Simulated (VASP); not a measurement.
Here is a VASP 6.6.1 calculation.

File INCAR:

```
SYSTEM = Si6O11
PREC = Accurate
ENCUT = 520
EDIFF = 1E-6
ISMEAR = 0
SIGMA = 0.05
LREAL = Auto
LASPH = .True.
NELM = 100
ALGO = Normal
ISIF = 2
LWAVE = .False.
LCHARG = .False.
GGA = PE
IVDW = 12
NBANDS = 59
NELECT = 88.0
```

The input KPOINTS:

```
regular mesh
0
Gamma
  4 4 2
  0 0 0
```

POSCAR

```
Si6O11
1.0
   -2.4573906087      4.2563253884      0.0000000000
    0.0000000000      0.0000000000      5.4210324304
    7.3721718262      4.2563253883      0.0000000000
Si O
6 11
Direct
    0.7669799462      0.6666666667      0.2330200538
    0.2669799462      0.6666666667      0.7330200538
    0.9660401075      0.3333333333      0.5000000000
    0.4660401075      0.3333333333      0.0000000000
    0.2669799462      0.0000000000      0.2669799462
    0.7669799462      0.0000000000      0.7669799462
    0.2730030153      0.2203350802      0.1370425925
    0.7730030153      0.2203350802      0.6370425925
    0.0690623811      0.8870017469      0.7949771961
    0.6579346037      0.5536684135      0.0679802114
    0.1579346037      0.5536684135      0.5679802114
    0.0690623811      0.7796649198      0.2050228039
    0.5690623811      0.7796649198      0.7050228039
    0.1614172867      0.1001944898      0.4440653184
    0.6579346037      0.1129982531      0.9320197886
    0.7730030153      0.4463315865      0.3629574075
    0.2730030153      0.4463315865      0.8629574075
```

Potentials or basis: VASP PAW PBE potentials, release 64 (Si, O).

Command:

```bash
$ cat potpaw_PBE.64/Si/POTCAR potpaw_PBE.64/O/POTCAR > POTCAR
$ mpirun -np 1 vasp_std > vasp.out
```

Q: Predict the dispersion energy per atom.

A: -0.142 eV.

Q: Predict the largest force.

A: 2.861 eV/Å.

Forces on the atoms (eV/Å):
```
Si  -0.974  0.316 -2.341
Si  -0.023 -0.196 -0.135
Si   0.963  1.436  0.322
Si  -1.350 -0.930 -0.351
Si   1.993 -1.165  1.691
Si  -0.087  0.077  0.021
O    0.941  0.809 -0.932
O   -0.153 -0.218  0.003
O    0.089  0.148  0.006
O    0.650  0.698  1.246
O   -0.283 -0.276 -0.107
O    0.117  0.269  0.509
O   -0.167  0.082  0.054
O   -2.302 -0.391 -0.897
O    0.568  0.164  0.292
O   -0.302 -1.013  0.717
O    0.320  0.191 -0.099
```

Caveat: the k points lie up to 0.37 Å⁻¹ apart; the cell carries a net charge on a neutralising background, which shifts energy and pressure; the cell differs from its parent crystal (atoms taken out, atom 14 moved 0.000 of the way to it and +0.125 Å across, host rigid).
